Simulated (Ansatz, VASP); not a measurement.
**H: VASP beside Ansatz**

File INCAR:

```
SYSTEM = H
ALGO = Normal
EDIFF = 1E-7
ENCUT = 520
GGA = PS
ISIF = 2
ISMEAR = 0
LASPH = .True.
LCHARG = .False.
LREAL = .False.
LWAVE = .False.
NBANDS = 10
NELM = 100
PREC = Accurate
SIGMA = 0.05
```

Contents of KPOINTS:

```
k-points
0
Gamma
  6 6 6
  0 0 0
```

POSCAR

```
H
1.0
    2.6234813799     -2.5669048168      0.0000000000
    2.6234813799      2.5669048168      0.0000000000
    0.0000000000      0.0000000000      4.2039452700
H
4
Direct
    0.9532956300      0.0467043700      0.0685088900
    0.4532956300      0.5467043700      0.4314911100
    0.5467043700      0.4532956300      0.5685088900
    0.0467043700      0.9532956300      0.9314911100
```

Input for Ansatz:

```yaml
crystal:
  lattice:
    - [2.6234813799, -2.5669048168, 0.0]
    - [2.6234813799, 2.5669048168, 0.0]
    - [0.0, 0.0, 4.20394527]
  atoms:
    - { symbol: H, position: [0.95329563, 0.04670437, 0.06850889] }
    - { symbol: H, position: [0.45329563, 0.54670437, 0.43149111] }
    - { symbol: H, position: [0.54670437, 0.45329563, 0.56850889] }
    - { symbol: H, position: [0.04670437, 0.95329563, 0.93149111] }
basis:
  ecutwfc: 420
kpoints:
  mp_grid: { grid: [6, 6, 6] }
hamiltonian:
  xc: pbesol
scf:
  occupations: { method: gaussian, width: 0.05 }
output:
  forces: true
  stress: true
  eigenvalues: true
```

Change from the starting cell: strain +0.000 along x and y, +0.015 along z, atoms carried along.

Alike in both runs: task single point; functional PBEsol; k mesh 6 × 6 × 6; occupations gaussian, width 0.05 eV; no spin polarisation.

|  | VASP | Ansatz |
| --- | --- | --- |
| version | VASP 6.6.1 | Ansatz 0.2.0 |
| potentials or method | VASP PAW PBE potentials, release 64 (H), cutoff 520 eV | scalar-relativistic, plane waves, PAW |
| valence electrons in the cell | 4 | 4 |

|  | VASP | Ansatz | Ansatz less VASP |
| --- | --- | --- | --- |
| gap on the k mesh at the Fermi level (eV) | 9.10 | 9.10 | +0.003 |
| least direct gap on the mesh (eV) | 9.71 | 9.71 | +0.003 |
| pressure (GPa) | 0.3 | 0.5 | +0.15 |
| traceless stress, the component that is largest in VASP (GPa) | -0.45 | -0.46 | -0.008 |
| rms of the force components (eV/Å) | 0.196 | 0.195 | -0.0013 |

VASP's potentials were made for PBE, not for PBEsol. Atom by atom the forces differ by 0.001 eV/Å (rms over components).
